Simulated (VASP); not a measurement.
# WS in VASP: notebook

WS is run at these levels: PBE; tasks: single point.

Program: VASP 6.6.1. These are calculated values, not measurements. Logs are shortened: lines on timing, memory, paths and dates and some standing lists are left out, and cuts for length are marked.

## (1) The cell of the first run

The cell holds a slab with vacuum, 4 atoms: a = 3.189 Å, b = 3.189 Å, c = 19.951 Å, α = 90.00°, β = 90.00°, γ = 120.00°.

## (2) Single point, PBE

INCAR

```
SYSTEM = WS
  PREC = Accurate
  ENCUT = 520
  EDIFF = 1E-6
  ISMEAR = 0
  SIGMA = 0.05
  LREAL = .False.
  LASPH = .True.
  NELM = 80
  ALGO = Normal
  ISIF = 2
  LWAVE = .False.
  LCHARG = .False.
  LDIPOL = .True.
  IDIPOL = 3
  DIPOL = 0.5 0.5 0.500
  GGA = PE
  NBANDS = 28
```

KPOINTS

```
regular mesh
0
Gamma
  9 9 1
  0 0 0
```

POSCAR

```
WS
1.0
    3.1885197112      0.0000000000      0.0000000000
   -1.5942598556      2.7613390704      0.0000000000
    0.0000000000      0.0000000000     19.9506691894
W S
2 2
Direct
    0.3333333333      0.6666666667      0.0751854480
    0.3333333333      0.6666666667      0.9248145520
    0.6666666667      0.3333333333      0.1539259678
    0.6666666667      0.3333333333      0.8460740322
```

Potentials or basis: VASP PAW PBE potentials, release 64 (W_sv, S).

Run with:

```
cat potpaw_PBE.64/W_sv/POTCAR potpaw_PBE.64/S/POTCAR > POTCAR
mpirun -np 1 vasp_std > vasp.out
```

OUTCAR:

```text
SYSTEM = WS
   PREC = Accurate
   ENCUT = 520
   EDIFF = 1E-6
   ISMEAR = 0
   LREAL = .False.
   LASPH = .True.
   NELM = 80
   ISIF = 2
   GGA = PE

 ion  position               nearest neighbor table
   1  0.333  0.667  0.075-   3 2.42   3 2.42   3 2.42   2 3.00
   2  0.333  0.667  0.925-   4 2.42   4 2.42   4 2.42   1 3.00
   3  0.667  0.333  0.154-   1 2.42   1 2.42   1 2.42
   4  0.667  0.333  0.846-   2 2.42   2 2.42   2 2.42

  LATTYP: Found a hexagonal cell.
 ALAT       =     3.1885197112
 C/A-ratio  =     6.2570317879

  Lattice vectors:

 A1 = (   3.1885197112,   0.0000000000,   0.0000000000)
 A2 = (  -1.5942598556,   2.7613390704,   0.0000000000)
 A3 = (   0.0000000000,   0.0000000000,  19.9506691894)

Analysis of symmetry for initial positions (statically):
=====================================================================
 Subroutine PRICEL returns:
 Original cell was already a primitive cell.

 Routine SETGRP: Setting up the symmetry group for a
 hexagonal supercell.

 Subroutine GETGRP returns: Found 12 space group operations
 (whereof 12 operations were pure point group operations)
 out of a pool of 24 trial point group operations.

The static configuration has the point symmetry D_3h.

Analysis of symmetry for dynamics (positions and initial velocities):
=====================================================================
 Subroutine PRICEL returns:
 Original cell was already a primitive cell.

 Routine SETGRP: Setting up the symmetry group for a
 hexagonal supercell.

 Subroutine GETGRP returns: Found 12 space group operations
 (whereof 12 operations were pure point group operations)
 out of a pool of 24 trial point group operations.

The dynamic configuration has the point symmetry D_3h.

 Subroutine INISYM returns: Found 12 space group operations
 (whereof 12 operations are pure point group operations),
 and found     1 'primitive' translations

----------------------------------------------------------------------------------------

                                     Primitive cell

  volume of cell :     175.6573

  direct lattice vectors                    reciprocal lattice vectors
     3.188519711  0.000000000  0.000000000     0.313625159  0.181071570  0.000000000
    -1.594259856  2.761339070  0.000000000     0.000000000  0.362143139  0.000000000
     0.000000000  0.000000000 19.950669189     0.000000000  0.000000000  0.050123632

  length of vectors
     3.188519711  3.188519711 19.950669189     0.362143139  0.362143139  0.050123632

  position of ions in fractional coordinates (direct lattice)
     0.333333333  0.666666667  0.075185448
     0.333333333  0.666666667  0.924814552
     0.666666667  0.333333333  0.153925968
     0.666666667  0.333333333  0.846074032

  ion indices of the primitive-cell ions
   primitive index   ion index
                 1           1
                 2           2
                 3           3
                 4           4

----------------------------------------------------------------------------------------

 KPOINTS: regular mesh

Automatic generation of k-mesh.
 Grid dimensions read from file:
 generate k-points for:    9    9    1

 Generating k-lattice:

  Cartesian coordinates                     Fractional coordinates (reciprocal lattice)
     0.034847240  0.020119063  0.000000000     0.111111111  0.000000000  0.000000000
     0.000000000  0.040238127  0.000000000     0.000000000  0.111111111  0.000000000
     0.000000000  0.000000000  0.050123632     0.000000000  0.000000000  1.000000000

  Length of vectors
     0.040238127  0.040238127  0.050123632

  Shift w.r.t. Gamma in fractional coordinates (k-lattice)
     0.000000000  0.000000000  0.000000000

 Subroutine IBZKPT returns following result:
 ===========================================

 Found     12 irreducible k-points:

 Following reciprocal coordinates:
            Coordinates               Weight
  0.000000  0.000000  0.000000      1.000000
  0.111111 -0.000000  0.000000      6.000000
  0.222222  0.000000  0.000000      6.000000
  0.333333  0.000000  0.000000      6.000000
  0.444444  0.000000  0.000000      6.000000
  0.111111  0.111111  0.000000      6.000000
  0.222222  0.111111  0.000000     12.000000
  0.333333  0.111111  0.000000     12.000000
  0.444444  0.111111  0.000000      6.000000
  0.222222  0.222222  0.000000      6.000000
  0.333333  0.222222  0.000000     12.000000
  0.333333  0.333333  0.000000      2.000000
   k-points           NKPTS =     12   k-points in BZ     NKDIM =     12   number of bands    NBANDS=     28
   number of dos      NEDOS =    301   number of ions     NIONS =      4
   total plane-waves  NPLWV =  86400
   dimension x,y,z NGX =    24 NGY =   24 NGZ =  150
   dimension x,y,z NGXF=    48 NGYF=   48 NGZF=  300
   ions per type =               2   2
   NGX,Y,Z   is equivalent  to a cutoff of  12.51, 12.51, 12.50 a.u.
   NGXF,Y,Z  is equivalent  to a cutoff of  25.03, 25.03, 25.00 a.u.
 SYSTEM =  WS
   PREC   = accura    normal or accurate (medium, high low for compatibility)
   ISTART =      0    job   : 0-new  1-cont  2-samecut
   ICHARG =      2    charge: 1-file 2-atom 10-const
   ISPIN  =      1    spin polarized calculation?
   LNONCOLLINEAR =      F non collinear calculations
   LSORBIT =      F    spin-orbit coupling
   LASPH  =      T    aspherical Exc in radial PAW
   ENCUT  =  520.0 eV  38.22 Ry    6.18 a.u.   5.93  5.93 37.10*2*pi/ulx,y,z
   NELM   =     80;   NELMIN=  2; NELMDL= -5     # of ELM steps
   EDIFF  = 0.1E-05   stopping-criterion for ELM
   LREAL  =      F    real-space projection
   EDIFFG = 0.1E-04   stopping-criterion for IOM
   NSW    =      0    number of steps for IOM
   IBRION =     -1    ionic relax: 0-MD 1-quasi-New 2-CG
   NFREE  =      0    steps in history (QN), initial steepest desc. (CG)
   ISIF   =      2    stress and relaxation
   ISYM   =      2    0-nonsym 1-usesym 2-fastsym
   POTIM  = 0.5000    time-step for ionic-motion
   TEBEG  =    0.0;   TEEND  =   0.0 temperature during run
   PSTRESS=    0.0 pullay stress
   NELECT =      40.0000    total number of electrons
   NUPDOWN=      -1.0000    fix difference up-down
   EMIN   =  10.00;   EMAX   =-10.00  energy-range for DOS
   EFERMI =   0.00;   METHOD = LEGACY
   ISMEAR =     0;   SIGMA  =   0.05  broadening in eV -4-tet -1-fermi 0-gaus
   EFERMI_NEDOS =   21; number of points for ismear=-14 and -15
   IALGO  =     38    algorithm
   IMIX   =      4    mixing-type and parameters
     AMIX     =   0.40;   BMIX     =  1.00
     AMIX_MAG =   1.60;   BMIX_MAG =  1.00
  volume/ion in A,a.u.               =      43.91       296.35
  Fermi-wavevector in a.u.,A,eV,Ry     =   0.999707  1.889172 13.597854  0.999414
  Thomas-Fermi vector in A             =   2.132015
   LORBIT       =      0    0 simple, 1 ext, 2 COOP (PROOUT), +10 PAW based schemes
   GGA     = PE    functional components
   LHFCALC =     F    Hartree Fock is set to
   AEXX    =    0.0000 exact exchange contribution
   IVDW    =     0    specifies the selected vdW correction
   LEPSILON=     F    determine dielectric tensor
   LRPA    =     F    only Hartree local field effects (RPA)
 non-spin polarized calculation
 Gauss-broadening in eV      SIGMA  =   0.05
  energy-cutoff  :      520.00
  volume of cell :      175.66
 maximum number of plane-waves:      4754
 NGX is ok and might be reduce to    24

 dipolmoment           0.000000      0.000000     -0.000000 electrons x Angstroem

 number of electron      40.0000003 magnetization

 dipolmoment           0.000000      0.000000      0.000000 electrons x Angstroem

 Free energy of the ion-electron system (eV)
  ---------------------------------------------------
  ext. energy  EPLUGINS =         0.00000000
  ---------------------------------------------------
  free energy    TOTEN  =       -33.34437882 eV

  energy without entropy =      -33.33403975  energy(sigma->0) =      -33.33920928

 E-fermi :   0.0009     XC(G=0):  -5.5228

 val. band max:       -0.0065436070   @ k =   0.1111  -0.0000   0.0000
 cond. band min:       0.0225042317   @ k =   0.2222   0.1111   0.0000
 fundamental gap:      0.0290478387
 Fermi energy:         0.0009109755

 k-point     1 :       0.0000    0.0000    0.0000
  band No.  band energies     occupation
      1     -74.4286      2.00000
      2     -74.4203      2.00000
      3     -38.5656      2.00000
      4     -38.4837      2.00000
      5     -38.4837      2.00000
      6     -38.4696      2.00000
[... 20 lines left out ...]
     27       3.2855      0.00000
     28       4.3132      0.00000

 k-point     2 :       0.1111   -0.0000    0.0000
  band No.  band energies     occupation
      1     -74.4268      2.00000
      2     -74.4185      2.00000
      3     -38.5605      2.00000
      4     -38.5182      2.00000
      5     -38.5046      2.00000
      6     -38.4921      2.00000
[... 20 lines left out ...]
     27       3.4430      0.00000
     28       4.8445      0.00000

 k-point     3 :       0.2222    0.0000    0.0000
  band No.  band energies     occupation
      1     -74.4223      2.00000
      2     -74.4140      2.00000
      3     -38.6079      2.00000
      4     -38.5915      2.00000
      5     -38.5444      2.00000
      6     -38.5132      2.00000
[... 20 lines left out ...]
     27       3.6869      0.00000
     28       5.6237      0.00000

 k-point     4 :       0.3333    0.0000    0.0000
  band No.  band energies     occupation
      1     -74.4171      2.00000
      2     -74.4089      2.00000
      3     -38.7058      2.00000
      4     -38.6883      2.00000
      5     -38.5371      2.00000
      6     -38.5285      2.00000
[... 206 lines left out ...]
     27       4.3366      0.00000
     28       6.8023      0.00000

 k-point    11 :       0.3333    0.2222    0.0000
  band No.  band energies     occupation
      1     -74.4123      2.00000
      2     -74.4040      2.00000
      3     -38.7335      2.00000
      4     -38.7157      2.00000
      5     -38.6247      2.00000
      6     -38.6086      2.00000
[... 20 lines left out ...]
     27       4.1283      0.00000
     28       6.5781      0.00000

 k-point    12 :       0.3333    0.3333    0.0000
  band No.  band energies     occupation
      1     -74.4114      2.00000
      2     -74.4031      2.00000
      3     -38.6979      2.00000
      4     -38.6818      2.00000
      5     -38.6808      2.00000
      6     -38.6647      2.00000
[... 20 lines left out ...]
     27       4.8235      0.00000
     28       6.2827      0.00000

------------------------ aborting loop because EDIFF is reached ----------------------------------------

 vacuum level on the upper side and lower side of the slab       (xc-potential included)        -8.605        -8.605

  FORCE on cell =-STRESS in cart. coord.  units (eV):
  Direction    XX          YY          ZZ          XY          YZ          ZX
  --------------------------------------------------------------------------------------
  -------------------------------------------------------------------------------------
  Total       -7.3015557     -7.3015557     -6.4954569     -0.0000000      0.0000000      0.0000000
  in kB      -66.5977683    -66.5977683    -59.2453096     -0.0000000      0.0000000      0.0000000
  external PRESSURE =     -64.1469488 kB  Pullay stress =       0.0000000 kB

 VOLUME and BASIS-vectors are now :
 -----------------------------------------------------------------------------
  energy-cutoff  :      520.00
  volume of cell :      175.66
      direct lattice vectors                 reciprocal lattice vectors
     3.188519711  0.000000000  0.000000000     0.313625159  0.181071570  0.000000000
    -1.594259856  2.761339070  0.000000000     0.000000000  0.362143139  0.000000000
     0.000000000  0.000000000 19.950669189     0.000000000  0.000000000  0.050123632

 POSITION                                       TOTAL-FORCE (eV/Angst)
 -----------------------------------------------------------------------------------
     -0.00000      1.84089      1.50000        -0.000000     -0.000000     -1.556493
     -0.00000      1.84089     18.45067         0.000000      0.000000      1.556493
      1.59426      0.92045      3.07093         0.000000     -0.000000     -0.291081
      1.59426      0.92045     16.87974         0.000000     -0.000000      0.291081
 -----------------------------------------------------------------------------------
    total drift:                                0.000000     -0.000000     -0.000000

  FREE ENERGIE OF THE ION-ELECTRON SYSTEM (eV)
  ---------------------------------------------------
  free  energy   TOTEN  =       -33.3443788152 eV

  energy  without entropy=      -33.3340397475  energy(sigma->0) =      -33.33920928

 vacuum level on the upper side and lower side of the slab        -5.982        -5.982
```

It took 67 s on 1 thread of Intel Xeon 6975P-C (Granite Rapids), shared host; peak memory 0.28 GiB.

Results:

```
Free energy            : -33.3444 eV
Largest force          : 1.556 eV/Å
Band gap on the k mesh : zero (band 20 reaches 0.16 eV, above the bottom of band 21 at -0.09 eV)
```

Forces in eV/Å, atoms in the order of the input:
```
W    0.000  0.000 -1.556
W    0.000  0.000  1.556
S    0.000  0.000 -0.291
S    0.000  0.000  0.291
```

Levels at points of the mesh, in eV from the Fermi level:
```
           k point  band 18  band 19  band 20  band 21  band 22  band 23
(0.00, 0.00, 0.00)    -0.82    -0.37     0.07     0.07     0.53     0.53
```

Caveat: spin-orbit coupling is left out, which moves the levels of the heavy elements.

## (3) Single point, PBE

This run uses another cell than the first one, of 70.33 Å³/atom, 1.601 times its volume.

INCAR

```
PREC     = Accurate       # precision mode
ENCUT    = 520            # plane-wave cutoff, eV
EDIFF    = 1E-6           # SCF threshold, eV
ISMEAR   = 0              # smearing method
SIGMA    = 0.05           # smearing width, eV
LREAL    = False          # projectors in reciprocal space
LASPH    = True           # aspherical terms in the spheres
NELM     = 100            # most SCF steps
ALGO     = Normal         # electronic algorithm
ISIF     = 2              # what is computed and relaxed
LWAVE    = False          # write WAVECAR
LCHARG   = True           # write CHGCAR
LDIPOL   = True         
IDIPOL   = 3            
DIPOL    = 0.5 0.5 0.500
GGA      = PE             # functional
LELF     = True           # ELF
LVHAR    = True         
LVACPOTAV= True         
NBANDS   = 28             # bands
```

KPOINTS

```
Automatic mesh
0
Gamma
  9 9 1
```

POSCAR

```
WS
1.0
    3.1885197112      0.0000000000      0.0000000000
   -1.5942598556      2.7613390704      0.0000000000
    0.0000000000      0.0000000000     31.9506691894
W S
2 2
Direct
    0.3333333333      0.6666666667      0.2347368675
    0.3333333333      0.6666666667      0.7652631325
    0.6666666667      0.3333333333      0.2839041026
    0.6666666667      0.3333333333      0.7160958974
```

Potentials or basis: VASP PAW PBE potentials, release 64 (W_sv, S).

Run with:

```
cat potpaw_PBE.64/W_sv/POTCAR potpaw_PBE.64/S/POTCAR > POTCAR
mpirun -np 1 vasp_std > vasp.out
```

It took 2 min on 1 thread of Intel Xeon 6975P-C (Granite Rapids), shared host; peak memory 0.37 GiB.

The run converged. Its results:

| Quantity | Value |
| --- | --- |
| Free energy | -32.0929 eV |
| Largest force | 0.726 eV/Å |
| Band gap on the k mesh | 0.39 eV, indirect (least direct gap 0.89 eV) |

Forces on the atoms (eV/Å):
```
W    0.000  0.000  0.726
W    0.000  0.000 -0.726
S    0.000  0.000 -0.726
S    0.000  0.000  0.726
```

Levels at points of the mesh, in eV from the valence-band top:
```tsv
k point	band 18	band 19	band 20	band 21	band 22	band 23
(0.00, 0.00, 0.00)	-0.56	-0.37	-0.37	0.59	0.59	0.59
```

Caveat: spin-orbit coupling is left out, which moves the levels of the heavy elements.

## (4) Single point, PBE

This run uses another cell than the first one, of 70.33 Å³/atom, 1.601 times its volume.

INCAR

```
PREC     = Accurate       # precision mode
ENCUT    = 520            # plane-wave cutoff, eV
EDIFF    = 1E-7           # SCF threshold, eV
ISMEAR   = 0              # smearing method
SIGMA    = 0.05           # smearing width, eV
LREAL    = False          # projectors in reciprocal space
LASPH    = True           # aspherical terms in the spheres
NELM     = 80             # most SCF steps
ALGO     = Normal         # electronic algorithm
ISIF     = 2              # what is computed and relaxed
LWAVE    = False          # write WAVECAR
LCHARG   = False          # write CHGCAR
LDIPOL   = True         
IDIPOL   = 3            
DIPOL    = 0.5 0.5 0.500
GGA      = PE             # functional
NBANDS   = 28             # bands
```

KPOINTS is that of step 3.

POSCAR

```
WS
1.0
    3.1885197112      0.0000000000      0.0000000000
   -1.5942598556      2.7613390704      0.0000000000
    0.0000000000      0.0000000000     31.9506691894
W S
2 2
Direct
    0.3333333333      0.6666666667      0.2349530501
    0.3333333333      0.6666666667      0.7650469649
    0.6666666667      0.3333333333      0.2827916002
    0.6666666667      0.3333333333      0.7172083848
```

Run with:

```
cat potpaw_PBE.64/W_sv/POTCAR potpaw_PBE.64/S/POTCAR > POTCAR
mpirun -np 1 vasp_std > vasp.out
```

Run time: 1.7 min. Hardware: 1 thread of Intel Xeon 6975P-C (Granite Rapids), shared host; peak memory 0.39 GiB.

The run converged. Its results:

* Free energy: -32.1242 eV
* Band gap on the k mesh: 0.41 eV, indirect (least direct gap 0.75 eV)

Levels at points of the mesh, in eV from the valence-band top:
```
           k point  band 18  band 19  band 20  band 21  band 22  band 23
(0.00, 0.00, 0.00)    -0.52    -0.17    -0.17     0.58     0.58     0.58
```

Caveat: spin-orbit coupling is left out, which moves the levels of the heavy elements.

## (5) Single point, PBE

This run uses another cell than the first one, of 70.33 Å³/atom, 1.601 times its volume.

INCAR

```
SYSTEM = WS
PREC     = Accurate       ! precision mode
ENCUT    = 520            ! plane-wave cutoff, eV
EDIFF    = 1E-6           ! SCF threshold, eV
ISMEAR   = 0              ! smearing method
SIGMA    = 0.01           ! smearing width, eV
LREAL    = .False.        ! projectors in reciprocal space
LASPH    = .True.         ! aspherical terms in the spheres
NELM     = 80             ! most SCF steps
ALGO     = Normal         ! electronic algorithm
ISIF     = 2              ! what is computed and relaxed
LWAVE    = .False.        ! write WAVECAR
LCHARG   = .False.        ! write CHGCAR
LDIPOL   = .True.       
IDIPOL   = 3            
DIPOL    = 0.5 0.5 0.500
GGA      = PE             ! functional
NBANDS   = 28             ! bands
```

KPOINTS

```
regular mesh
0
Gamma
  9 9 1
  0 0 0
```

POSCAR

```
WS
1.0
    3.1885197112      0.0000000000      0.0000000000
   -1.5942598556      2.7613390704      0.0000000000
    0.0000000000      0.0000000000     31.9506691894
W S
2 2
Direct
    0.3333333333      0.6666666667      0.2347368675
    0.3333333333      0.6666666667      0.7652631325
    0.6666666667      0.3333333333      0.2839041026
    0.6666666667      0.3333333333      0.7160958974
```

Run with:

```
cat potpaw_PBE.64/W_sv/POTCAR potpaw_PBE.64/S/POTCAR > POTCAR
mpirun -np 1 vasp_std > vasp.out
```

Wall time 94 s (1 thread of Intel Xeon 6975P-C (Granite Rapids), shared host); peak memory 0.38 GiB.

The run converged. Its results:

```
Free energy            : -32.0929 eV
Largest force          : 0.726 eV/Å
Band gap on the k mesh : 0.39 eV, indirect (least direct gap 0.89 eV)
```

Forces in eV/Å, atoms in the order of the input:
```
W    0.000  0.000  0.726
W    0.000  0.000 -0.726
S    0.000  0.000 -0.726
S    0.000  0.000  0.726
```

Levels at points of the mesh, in eV from the valence-band top:
```csv
k point,band 18,band 19,band 20,band 21,band 22,band 23
"(0.00, 0.00, 0.00)",-0.56,-0.37,-0.37,0.59,0.59,0.59
```

Caveat: spin-orbit coupling is left out, which moves the levels of the heavy elements.

## (6) Overview

| cell | smearing | gap on the mesh (eV) | largest force (eV/Å) |
| --- | --- | --- | --- |
| a = 3.189, b = 3.189, c = 19.951 Å, angles 90.0, 90.0, 120.0°, 4 atoms | gaussian 0.05 eV | none | 1.56 |
| a = 3.189, b = 3.189, c = 31.951 Å, angles 90.0, 90.0, 120.0°, 4 atoms | gaussian 0.05 eV | 0.41 | - |
| a = 3.189, b = 3.189, c = 31.951 Å, angles 90.0, 90.0, 120.0°, 4 atoms | gaussian 0.01 eV | 0.39 | 0.73 |

Some of these runs hold the atoms at other places in the same cell, which the table doesn't show; runs alike in all that it shows share one row.

Alike in all rows: task single point; level PBE; potentials or basis VASP PAW PBE potentials, release 64 (W_sv, S); no spin polarisation; k mesh 9 × 9 × 1; cutoff (eV) 520.

Caveats: spin-orbit coupling is left out, which moves the levels of the heavy elements.

Absolute energies hang on the potentials; compare differences alone.
